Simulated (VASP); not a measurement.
# Si8N in VASP: single point with PBE

Aim: the single point of Si8N with PBE.

Everything below comes from runs of VASP 6.6.1. Logs are shortened: lines on timing, memory, paths and dates and some standing lists are left out, and cuts for length are marked.

### 1 The cell of the first run

The cell holds a slab with vacuum, 9 atoms: a = 3.851 Å, b = 6.365 Å, c = 19.753 Å, α = 90.00°, β = 90.00°, γ = 90.00°.

### 2 Single point, PBE, collinear spin, ferromagnetic start

Contents of INCAR:

```
SYSTEM = Si8N
ALGO = Normal ; DIPOL = 0.5 0.5 0.331
EDIFF = 1E-6 ; ENCUT = 520
GGA = PE ; GGA_COMPAT = .False.
IDIPOL = 3 ; ISIF = 2
ISMEAR = 0 ; ISPIN = 2
LASPH = .True. ; LCHARG = .False.
LDIPOL = .True. ; LORBIT = 11
LREAL = .False. ; LWAVE = .False.
MAGMOM = 0 0 0 0 0 0 0 0 3 ; NBANDS = 32
NELM = 200 ; NELMDL = -8
PREC = Accurate ; SIGMA = 0.05
```

Contents of KPOINTS:

```
k-points
0
Gamma
  7 4 1
  0 0 0
```

Contents of POSCAR:

```
Si8N
1.0
    3.8510822285      0.0000000000      0.0000000000
    0.0000000000      6.3646810443      0.0000000000
    0.0000000000      0.0000000000     19.7525435318
Si N
8 1
Direct
    0.0000000000      0.9370679282      0.2025055656
    0.0000000000      0.5629320718      0.2025055656
    0.5000000000      0.4370679282      0.2587875163
    0.5000000000      0.0629320718      0.2587875163
    0.5000000000      0.9333044702      0.3720589482
    0.5000000000      0.5666955298      0.3720589482
    0.0000000000      0.4259907587      0.4177964989
    0.0000000000      0.0740092413      0.4177964989
    0.1666666667      0.9259907587      0.4762660580
```

Potentials or basis: VASP PAW PBE potentials, release 64 (Si, N).

Started as:

```
cat potpaw_PBE.64/Si/POTCAR potpaw_PBE.64/N/POTCAR > POTCAR
mpirun -np 1 vasp_std > vasp.out
```

OUTCAR:

```text
SYSTEM = Si8N
   EDIFF = 1E-6
   ENCUT = 520
   GGA = PE
   ISIF = 2
   ISMEAR = 0
   ISPIN = 2
   LASPH = .True.
   LORBIT = 11
   LREAL = .False.
   NELM = 200
   NELMDL = -8
   PREC = Accurate

 ion  position               nearest neighbor table
   1  0.000  0.937  0.203-   4 2.36   4 2.36   2 2.38
   2  0.000  0.563  0.203-   3 2.36   3 2.36   1 2.38
   3  0.500  0.437  0.259-   2 2.36   2 2.36   4 2.38   6 2.38
   4  0.500  0.063  0.259-   1 2.36   1 2.36   3 2.38   5 2.38
   5  0.500  0.933  0.372-   8 2.31   8 2.31   6 2.33   4 2.38   9 2.43
   6  0.500  0.567  0.372-   7 2.31   7 2.31   5 2.33   3 2.38
   7  0.000  0.426  0.418-   8 2.24   6 2.31   6 2.31
   8  0.000  0.074  0.418-   9 1.62   7 2.24   5 2.31   5 2.31
   9  0.167  0.926  0.476-   8 1.62   5 2.43

  LATTYP: Found a simple orthorhombic cell.
 ALAT       =     3.8510822285
 B/A-ratio  =     1.6526993366
 C/A-ratio  =     5.1290890092

  Lattice vectors:

 A1 = (   3.8510822285,   0.0000000000,   0.0000000000)
 A2 = (   0.0000000000,   6.3646810443,   0.0000000000)
 A3 = (   0.0000000000,   0.0000000000,  19.7525435318)

Analysis of symmetry for initial positions (statically):
=====================================================================
 Subroutine PRICEL returns:
 Original cell was already a primitive cell.

 Routine SETGRP: Setting up the symmetry group for a
 simple orthorhombic supercell.

 Subroutine GETGRP returns: Found  1 space group operations
 (whereof  1 operations were pure point group operations)
 out of a pool of  8 trial point group operations.

The static configuration has the point symmetry C_1 .

Analysis of symmetry for dynamics (positions and initial velocities):
=====================================================================
 Subroutine PRICEL returns:
 Original cell was already a primitive cell.

 Routine SETGRP: Setting up the symmetry group for a
 simple orthorhombic supercell.

 Subroutine GETGRP returns: Found  1 space group operations
 (whereof  1 operations were pure point group operations)
 out of a pool of  8 trial point group operations.

The dynamic configuration has the point symmetry C_1 .

Analysis of structural, dynamic, and magnetic symmetry:
=====================================================================
 Subroutine PRICEL returns:
 Original cell was already a primitive cell.

 Routine SETGRP: Setting up the symmetry group for a
 simple orthorhombic supercell.

 Subroutine GETGRP returns: Found  1 space group operations
 (whereof  1 operations were pure point group operations)
 out of a pool of  8 trial point group operations.

The overall configuration has the point symmetry C_1 .

 Subroutine INISYM returns: Found  1 space group operations
 (whereof  1 operations are pure point group operations),
 and found     1 'primitive' translations

----------------------------------------------------------------------------------------

                                     Primitive cell

  volume of cell :     484.1528

  direct lattice vectors                    reciprocal lattice vectors
     3.851082229  0.000000000  0.000000000     0.259667268  0.000000000  0.000000000
     0.000000000  6.364681044  0.000000000     0.000000000  0.157117064  0.000000000
     0.000000000  0.000000000 19.752543532     0.000000000  0.000000000  0.050626391

  length of vectors
     3.851082229  6.364681044 19.752543532     0.259667268  0.157117064  0.050626391

  position of ions in fractional coordinates (direct lattice)
     0.000000000  0.937067928  0.202505566
     0.000000000  0.562932072  0.202505566
     0.500000000  0.437067928  0.258787516
     0.500000000  0.062932072  0.258787516
     0.500000000  0.933304470  0.372058948
     0.500000000  0.566695530  0.372058948
     0.000000000  0.425990759  0.417796499
     0.000000000  0.074009241  0.417796499
     0.166666667  0.925990759  0.476266058

  ion indices of the primitive-cell ions
   primitive index   ion index
[... 62 lines left out ...]
   PREC   = accura    normal or accurate (medium, high low for compatibility)
   ISTART =      0    job   : 0-new  1-cont  2-samecut
   ICHARG =      2    charge: 1-file 2-atom 10-const
   ISPIN  =      2    spin polarized calculation?
   LNONCOLLINEAR =      F non collinear calculations
   LSORBIT =      F    spin-orbit coupling
   LASPH  =      T    aspherical Exc in radial PAW
   ENCUT  =  520.0 eV  38.22 Ry    6.18 a.u.   7.16 11.83 36.73*2*pi/ulx,y,z
   NELM   =    200;   NELMIN=  2; NELMDL= -8     # of ELM steps
   EDIFF  = 0.1E-05   stopping-criterion for ELM
   LREAL  =      F    real-space projection
   EDIFFG = 0.1E-04   stopping-criterion for IOM
   NSW    =      0    number of steps for IOM
   IBRION =     -1    ionic relax: 0-MD 1-quasi-New 2-CG
   NFREE  =      0    steps in history (QN), initial steepest desc. (CG)
   ISIF   =      2    stress and relaxation
   ISYM   =      2    0-nonsym 1-usesym 2-fastsym
   POTIM  = 0.5000    time-step for ionic-motion
   TEBEG  =    0.0;   TEEND  =   0.0 temperature during run
   PSTRESS=    0.0 pullay stress
   NELECT =      37.0000    total number of electrons
   NUPDOWN=      -1.0000    fix difference up-down
   EMIN   =  10.00;   EMAX   =-10.00  energy-range for DOS
   EFERMI =   0.00;   METHOD = LEGACY
   ISMEAR =     0;   SIGMA  =   0.05  broadening in eV -4-tet -1-fermi 0-gaus
   EFERMI_NEDOS =   21; number of points for ismear=-14 and -15
   IALGO  =     38    algorithm
   IMIX   =      4    mixing-type and parameters
     AMIX     =   0.40;   BMIX     =  1.00
     AMIX_MAG =   1.60;   BMIX_MAG =  1.00
  volume/ion in A,a.u.               =      53.79       363.02
  Fermi-wavevector in a.u.,A,eV,Ry     =   0.694728  1.312845  6.566804  0.482647
  Thomas-Fermi vector in A             =   1.777302
   LORBIT       =     11    0 simple, 1 ext, 2 COOP (PROOUT), +10 PAW based schemes
   GGA     = PE    functional components
   LHFCALC =     F    Hartree Fock is set to
   AEXX    =    0.0000 exact exchange contribution
   IVDW    =     0    specifies the selected vdW correction
   LEPSILON=     F    determine dielectric tensor
   LRPA    =     F    only Hartree local field effects (RPA)
 spin polarized calculation
 Gauss-broadening in eV      SIGMA  =   0.05
  energy-cutoff  :      520.00
  volume of cell :      484.15
 maximum number of plane-waves:     13082
 NGX is ok and might be reduce to    30
   NGX = 15   NGY = 23   NGZ = 73

 dipolmoment           0.000000      0.000000     -0.165096 electrons x Angstroem

 number of electron      36.9999999 magnetization       0.3463842

 dipolmoment           0.000000      0.000000      0.189640 electrons x Angstroem

 Free energy of the ion-electron system (eV)
  ---------------------------------------------------
  ext. energy  EPLUGINS =         0.00000000
  ---------------------------------------------------
  free energy    TOTEN  =       -45.22065264 eV

  energy without entropy =      -45.21804496  energy(sigma->0) =      -45.21934880

 E-fermi :  -1.6247     XC(G=0):  -4.0067

 val. band max:       -1.6499256323   @ k =   0.2857   0.0000   0.0000
 cond. band min:      -1.5921377966   @ k =   0.1429  -0.2500   0.0000
 fundamental gap:      0.0577878357
 Fermi energy:        -1.6246872847

 spin component 1

 k-point     1 :       0.0000    0.0000    0.0000
  band No.  band energies     occupation
      1     -16.0684      1.00000
      2     -12.8919      1.00000
      3     -11.6318      1.00000
      4     -10.6335      1.00000
      5      -9.2788      1.00000
      6      -8.8369      1.00000
[... 484 lines left out ...]
     29       3.2040      0.00000
     30       3.4045      0.00000
 Fermi energy:        -1.6246872847

 spin component 2

 k-point     1 :       0.0000    0.0000    0.0000
  band No.  band energies     occupation
      1     -15.8371      1.00000
      2     -12.8603      1.00000
      3     -11.6187      1.00000
      4     -10.5866      1.00000
      5      -9.2743      1.00000
      6      -8.8151      1.00000
[... 484 lines left out ...]
     29       3.2394      0.00000
     30       3.4207      0.00000
 [bands above 30 left out]

------------------------ aborting loop because EDIFF is reached ----------------------------------------

 vacuum level on the upper side and lower side of the slab       (xc-potential included)         0.725        -0.641

  FORCE on cell =-STRESS in cart. coord.  units (eV):
  Direction    XX          YY          ZZ          XY          YZ          ZX
  --------------------------------------------------------------------------------------
  -------------------------------------------------------------------------------------
  Total        3.3772365      2.4413424     -0.7374684     -1.8763459     -1.0132737      3.3197051
  in kB       11.1760822      8.0789853     -2.4404590     -6.2092769     -3.3531646     10.9856971
  external PRESSURE =       5.6048695 kB  Pullay stress =       0.0000000 kB

 VOLUME and BASIS-vectors are now :
 -----------------------------------------------------------------------------
  energy-cutoff  :      520.00
  volume of cell :      484.15
      direct lattice vectors                 reciprocal lattice vectors
     3.851082229  0.000000000  0.000000000     0.259667268  0.000000000  0.000000000
     0.000000000  6.364681044  0.000000000     0.000000000  0.157117064  0.000000000
     0.000000000  0.000000000 19.752543532     0.000000000  0.000000000  0.050626391

 POSITION                                       TOTAL-FORCE (eV/Angst)
 -----------------------------------------------------------------------------------
      0.00000      5.96414      4.00000        -0.169082     -0.530331      0.549147
      0.00000      3.58288      4.00000        -0.021457      0.490211      0.529704
      1.92554      2.78180      5.11171         0.051686     -0.066758     -0.671171
      1.92554      0.40054      5.11171        -0.091318      0.094823     -0.668803
      1.92554      5.94019      7.34911        -0.064140     -0.673299      0.485063
      1.92554      3.60684      7.34911        -0.043620      0.100255     -0.071912
      0.00000      2.71130      8.25254         0.088235      1.312874      0.054677
      0.00000      0.47105      8.25254        -1.731225      0.669382     -0.239781
      0.64185      5.89364      9.40747         1.980920     -1.397156      0.033077
 -----------------------------------------------------------------------------------
    total drift:                                0.000030     -0.000023     -0.000093

  FREE ENERGIE OF THE ION-ELECTRON SYSTEM (eV)
  ---------------------------------------------------
  free  energy   TOTEN  =       -45.2206526384 eV

  energy  without entropy=      -45.2180449575  energy(sigma->0) =      -45.21934880

 vacuum level on the upper side and lower side of the slab         4.472         3.079

 total charge

# of ion       s       p       d       tot
------------------------------------------
    1        0.799   0.829   0.000   1.628
    2        0.796   0.833   0.000   1.629
    3        0.765   0.889   0.000   1.653
    4        0.766   0.885   0.000   1.651
    5        0.773   0.896   0.000   1.669
    6        0.763   0.925   0.000   1.687
    7        0.811   0.871   0.000   1.682
    8        0.773   1.025   0.000   1.798
    9        1.330   2.243   0.000   3.572
--------------------------------------------------
tot          7.574   9.395   0.000  16.969

 magnetization (x)

# of ion       s       p       d       tot
------------------------------------------
    1       -0.001  -0.019   0.000  -0.021
    2        0.012   0.056   0.000   0.068
    3       -0.001   0.003   0.000   0.003
    4        0.003   0.006   0.000   0.008
    5        0.002  -0.000   0.000   0.002
    6        0.001   0.006   0.000   0.007
    7       -0.005  -0.021   0.000  -0.026
    8       -0.002  -0.006   0.000  -0.008
    9        0.003   0.158   0.000   0.162
--------------------------------------------------
tot          0.012   0.183   0.000   0.195
```

Wall time 31 min (1 thread of Oxide Virtual Turin-like, shared host); peak memory 0.83 GiB.

What came out:

```
Free energy                                           : -45.2207 eV
Largest force                                         : 2.424 eV/Å
Net moment                                            : 0.35 μB per cell
Site moments                                          : Si -0.02, +0.07, +0.00, +0.01, -0.03, -0.01 (each value once); N +0.16 μB
Valence electrons inside the program's atomic spheres : Si 1.63, 1.65, 1.67, 1.69, 1.68, 1.80 (each value once); N 3.57
```

Forces on the atoms (eV/Å):
```
Si  -0.169 -0.530  0.549
Si  -0.021  0.490  0.530
Si   0.052 -0.067 -0.671
Si  -0.091  0.095 -0.669
Si  -0.064 -0.673  0.485
Si  -0.044  0.100 -0.072
Si   0.088  1.313  0.055
Si  -1.731  0.669 -0.240
N    1.981 -1.397  0.033
```

Levels at points of the mesh, in eV from the Fermi level:
Spin up:
```
           k point  band 17  band 18  band 19  band 20  band 21  band 22
(0.00, 0.00, 0.00)    -0.60    -0.24     0.24     0.54     1.41     1.65
(0.00, 0.50, 0.00)    -1.08    -0.66    -0.33     0.78     1.04     1.81
```
Spin down:
```
           k point  band 14  band 15  band 16  band 17  band 18  band 19  band 20  band 21  band 22  band 23
(0.00, 0.00, 0.00)    -1.44    -1.40    -0.76    -0.50    -0.17     0.18     0.71     1.48     1.70     2.04
(0.00, 0.50, 0.00)    -1.75    -1.34    -1.11    -1.05    -0.48    -0.30     0.85     1.14     1.82     1.97
```
